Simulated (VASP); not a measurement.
# K2TiF6 (P-3m1) in VASP: further runs, part 2 of 2

VASP 6.6.1. Earlier steps stand in the parts before.

### Step 5. Single point, LDA (volume scaled by 0.94, then relaxed in part)

The input, INCAR:

```
SYSTEM = K2TiF6
ALGO = Normal
EDIFF = 1E-6
ENCUT = 520
ISIF = 2
ISMEAR = 0
LASPH = .True.
LCHARG = .True.
LELF = .True.
LREAL = .False.
LVHAR = .True.
LWAVE = .False.
NBANDS = 46
NELM = 100
PREC = Accurate
SIGMA = 0.02
```

The input, KPOINTS:

```
k-points
0
Gamma
  6 6 6
  0 0 0
```

The input, POSCAR:

```
K2TiF6
1.0
    5.4398546759      0.0000000000      0.0000000000
   -2.7199273379      4.7110523422      0.0000000000
    0.0000000000      0.0000000000      4.3374802295
K Ti F
2 1 6
Direct
    0.3333333333      0.6666666667      0.7115758867
    0.6666666667      0.3333333333      0.2884241133
    0.0000000000      0.0000000000      0.0000000000
    0.1633313594      0.8366686406      0.2358970733
    0.1633313594      0.3266627188      0.2358970733
    0.6733372812      0.8366686406      0.2358970733
    0.8366686406      0.1633313594      0.7641029267
    0.3266627188      0.1633313594      0.7641029267
    0.8366686406      0.6733372812      0.7641029267
```

The run is started by

```bash
> cat potpaw_LDA.64/K_sv/POTCAR potpaw_LDA.64/Ti_sv/POTCAR potpaw_LDA.64/F/POTCAR > POTCAR
> mpirun -np 1 vasp_std > vasp.out
```

Run time: 3.6 min. Hardware: 1 thread of Intel Xeon 6975P-C, shared host; peak memory 0.27 GiB.

The run converged. Its results:

* Free energy: -54.5097 eV
* Pressure: 4.1 GPa
* Largest force: 0.153 eV/Å
* Band gap on the k mesh: 5.02 eV, direct

Forces in eV/Å, atoms in the order of the input:
```
K    0.000  0.000 -0.002
K    0.000  0.000  0.002
Ti   0.000  0.000  0.000
F    0.108 -0.062  0.089
F    0.000  0.124  0.089
F   -0.108 -0.062  0.089
F   -0.108  0.062 -0.089
F    0.108  0.062 -0.089
F    0.000 -0.124 -0.089
```

Stress tensor (GPa, compression positive):
```
4.16 0.00 0.00
0.00 4.16 0.00
0.00 0.00 3.92
```

Levels at points of the mesh, in eV from the valence-band top:
```
           k point  band 34  band 35  band 36  band 37  band 38  band 39
(0.00, 0.00, 0.00)    -0.19    -0.12     0.00     5.02     5.08     5.08
(0.50, 0.00, 0.00)    -0.40    -0.15    -0.14     5.06     5.18     5.28
(0.00, 0.00, 0.50)    -0.29    -0.09    -0.09     5.08     5.08     5.11
(0.50, 0.00, 0.50)    -0.44    -0.22    -0.09     5.05     5.20     5.27
```

Caveat: the cell differs from its parent crystal (volume scaled by 0.94, then relaxed in part).

### Step 6. Single point, LDA (volume scaled by 0.97, then relaxed in part)

The input, INCAR:

```
PREC = Accurate
ENCUT = 520
EDIFF = 1E-6
ISMEAR = 0
SIGMA = 0.02
LREAL = F
LASPH = T
NELM = 80
ALGO = Normal
ISIF = 2
LWAVE = F
LCHARG = F
GGA = CA
NBANDS = 46
```

The input, KPOINTS:

```
Automatic mesh
0
Gamma
  6 6 6
```

The input, POSCAR:

```
K2TiF6
1.0
    5.4907892720      0.0000000000      0.0000000000
   -2.7453946360      4.7551629963      0.0000000000
    0.0000000000      0.0000000000      4.3932551984
K Ti F
2 1 6
Direct
    0.3333333333      0.6666666667      0.7078283170
    0.6666666667      0.3333333333      0.2921716830
    0.0000000000      0.0000000000      0.0000000000
    0.1620193526      0.8379806474      0.2336963775
    0.1620193526      0.3240387052      0.2336963775
    0.6759612948      0.8379806474      0.2336963775
    0.8379806474      0.1620193526      0.7663036225
    0.3240387052      0.1620193526      0.7663036225
    0.8379806474      0.6759612948      0.7663036225
```

Potentials or basis: VASP PAW LDA potentials, release 64 (K_sv, Ti_sv, F).

The run is started by

```bash
> cat potpaw_LDA.64/K_sv/POTCAR potpaw_LDA.64/Ti_sv/POTCAR potpaw_LDA.64/F/POTCAR > POTCAR
> mpirun -np 1 vasp_std > vasp.out
```

Wall time 4.6 min (1 thread of Intel Xeon 6975P-C, shared host); peak memory 0.29 GiB.

Results (log left out):

- Free energy: -54.5718 eV
- Pressure: 2.2 GPa
- Largest force: 0.153 eV/Å
- Band gap on the k mesh: 5.01 eV, indirect (the least direct gap lies 0.4 meV higher)

Forces on the atoms (eV/Å):
```
K    0.000  0.000 -0.003
K    0.000  0.000  0.003
Ti   0.000  0.000  0.000
F    0.108 -0.062  0.088
F    0.000  0.125  0.088
F   -0.108 -0.062  0.088
F   -0.108  0.062 -0.088
F    0.108  0.062 -0.088
F    0.000 -0.125 -0.088
```

Stress tensor (GPa, compression positive):
```
2.29 0.00 0.00
0.00 2.29 0.00
0.00 0.00 2.06
```

Levels at points of the mesh, in eV from the valence-band top:
```
           k point  band 33  band 34  band 35  band 36  band 37  band 38  band 39  band 40
(0.00, 0.00, 0.00)    -0.16    -0.16    -0.14     0.00     5.01     5.08     5.08     8.16
(0.50, 0.00, 0.00)    -0.43    -0.36    -0.15    -0.13     5.06     5.17     5.26     7.83
(0.00, 0.00, 0.50)    -0.35    -0.26    -0.08    -0.08     5.08     5.08     5.11     8.10
(0.50, 0.00, 0.50)    -0.44    -0.40    -0.23    -0.07     5.05     5.18     5.25     7.81
```

Caveat: the cell differs from its parent crystal (volume scaled by 0.97, then relaxed in part). A k mesh can miss the band edges.

### Step 7. Single point, LDA

This run uses another cell than the first one, of 13.14 Å³/atom, 0.943 times its volume.

The input, INCAR:

```
SYSTEM = K2TiF6
PREC = Accurate
ENCUT = 520
EDIFF = 1E-6
ISMEAR = 0
SIGMA = 0.02
LREAL = .FALSE.
LASPH = .TRUE.
NELM = 60
ALGO = Normal
ISIF = 2
LWAVE = .FALSE.
LCHARG = .FALSE.
NBANDS = 46
```

The input, KPOINTS:

```
Automatic mesh
0
G
  6 6 6
  0 0 0
```

The input, POSCAR:

```
K2TiF6
1.0
    5.5424586377      0.0000000000      0.0000000000
   -2.7712293188      4.7999099797      0.0000000000
    0.0000000000      0.0000000000      4.4450774127
K Ti F
2 1 6
Direct
    0.3333333333      0.6666666667      0.7043668557
    0.6666666667      0.3333333333      0.2956331443
    0.0000000000      0.0000000000      0.0000000000
    0.1606983480      0.8393016520      0.2317078598
    0.1606983480      0.3213966960      0.2317078598
    0.6786033040      0.8393016520      0.2317078598
    0.8393016520      0.1606983480      0.7682921402
    0.3213966960      0.1606983480      0.7682921402
    0.8393016520      0.6786033040      0.7682921402
```

The run is started by

```bash
> cat potpaw_LDA.64/K_sv/POTCAR potpaw_LDA.64/Ti_sv/POTCAR potpaw_LDA.64/F/POTCAR > POTCAR
> mpirun -np 1 vasp_std > vasp.out
```

Wall time 4.5 min (1 thread of Intel Xeon 6975P-C, shared host); peak memory 0.3 GiB.

It converged, with:

```
Free energy            : -54.5971 eV
Pressure               : 0.7 GPa
Largest force          : 0.146 eV/Å
Band gap on the k mesh : 5.01 eV, indirect (the least direct gap lies 2.9 meV higher)
```

Forces in eV/Å, atoms in the order of the input:
```
K    0.000  0.000 -0.003
K    0.000  0.000  0.003
Ti   0.000  0.000  0.000
F    0.104 -0.060  0.083
F    0.000  0.120  0.083
F   -0.104 -0.060  0.083
F   -0.104  0.060 -0.083
F    0.104  0.060 -0.083
F    0.000 -0.120 -0.083
```

Stress tensor (GPa, compression positive):
```
0.73 0.00 0.00
0.00 0.73 0.00
0.00 0.00 0.58
```

Levels at points of the mesh, in eV from the valence-band top:
| k point | band 34 | band 35 | band 36 | band 37 | band 38 | band 39 |
| --- | --- | --- | --- | --- | --- | --- |
| (0.00, 0.00, 0.00) | -0.14 | -0.14 | 0.00 | 5.01 | 5.07 | 5.07 |
| (0.50, 0.00, 0.00) | -0.33 | -0.16 | -0.11 | 5.05 | 5.16 | 5.24 |
| (0.00, 0.00, 0.50) | -0.24 | -0.07 | -0.07 | 5.07 | 5.07 | 5.10 |
| (0.50, 0.00, 0.50) | -0.36 | -0.24 | -0.07 | 5.04 | 5.17 | 5.23 |

### Step 8. The runs side by side

```tsv
cell	gap on the mesh (eV)	pressure (GPa)	largest force (eV/Å)
a = 5.641, b = 5.641, c = 4.548 Å, angles 90.0, 90.0, 120.0°, 9 atoms	5.01	-1.5	0.15
a = 5.333, b = 5.333, c = 4.225 Å, angles 90.0, 90.0, 120.0°, 9 atoms	5.03	9.2	0.16
a = 5.387, b = 5.387, c = 4.281 Å, angles 90.0, 90.0, 120.0°, 9 atoms	5.02	6.4	0.15
a = 5.440, b = 5.440, c = 4.337 Å, angles 90.0, 90.0, 120.0°, 9 atoms	5.02	4.1	0.15
a = 5.491, b = 5.491, c = 4.393 Å, angles 90.0, 90.0, 120.0°, 9 atoms	5.01	2.2	0.15
a = 5.542, b = 5.542, c = 4.445 Å, angles 90.0, 90.0, 120.0°, 9 atoms	5.01	0.7	0.15
```

Alike in all rows: task single point; level LDA; potentials or basis VASP PAW LDA potentials, release 64 (K_sv, Ti_sv, F); no spin polarisation; k mesh 6 × 6 × 6; cutoff (eV) 520; smearing gaussian 0.02 eV.

Absolute energies hang on the potentials; compare differences alone.
